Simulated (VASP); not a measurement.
AgBiTeSe, 4 atoms in the cell. It takes space group P4/mmm (No. 123, tetragonal). The conventional cell has a = 4.202 Å, b = 4.202 Å, c = 6.292 Å, α = 90.00°, β = 90.00°, γ = 90.00°. Within 3.9 Å of Ag (site symmetry 4/mmm) lie 4 Te at 2.97 Å and 2 Se at 3.15 Å. Bi (site symmetry 4/mmm) has 4 Se at 2.97 Å and 2 Te at 3.15 Å within 3.9 Å. Te (site symmetry 4/mmm) has 4 Ag at 2.97 Å and 2 Bi at 3.15 Å within 3.9 Å. Within 3.9 Å of Se (site symmetry 4/mmm) lie 4 Bi at 2.97 Å and 2 Ag at 3.15 Å. 

| Item | Value |
| --- | --- |
| Program | VASP 6.6.1 |
| Task | single point |
| Functional | PBE |
| Potentials or basis | VASP PAW PBE potentials, release 64 (Ag, Bi_d, Te, Se) |
| Cutoff | 520 eV |
| k mesh | 4 × 4 × 2 |
| Occupations | gaussian, width 0.1 eV |
| Spin | no spin polarisation |
| Dipole correction | no |
| Further INCAR settings | ALGO = Normal; EDIFF = 1e-06; NBANDS = 27 |

Potentials or basis: VASP PAW PBE potentials, release 64 (Ag, Bi_d, Te, Se).

Command:

```bash
$ cat potpaw_PBE.64/Ag/POTCAR potpaw_PBE.64/Bi_d/POTCAR potpaw_PBE.64/Te/POTCAR potpaw_PBE.64/Se/POTCAR > POTCAR
$ mpirun -np 1 vasp_std > vasp.out
```

Hardware: 1 thread of AMD EPYC 7R13 Processor (Zen 3), on a shared host.

Task: How long does it take, and how much memory?

Result: Run time: 33 s on 1 thread of AMD EPYC 7R13 Processor (Zen 3), on a shared host, peak memory 0.2 GiB. Counts: scf iterations 12, k points 12.
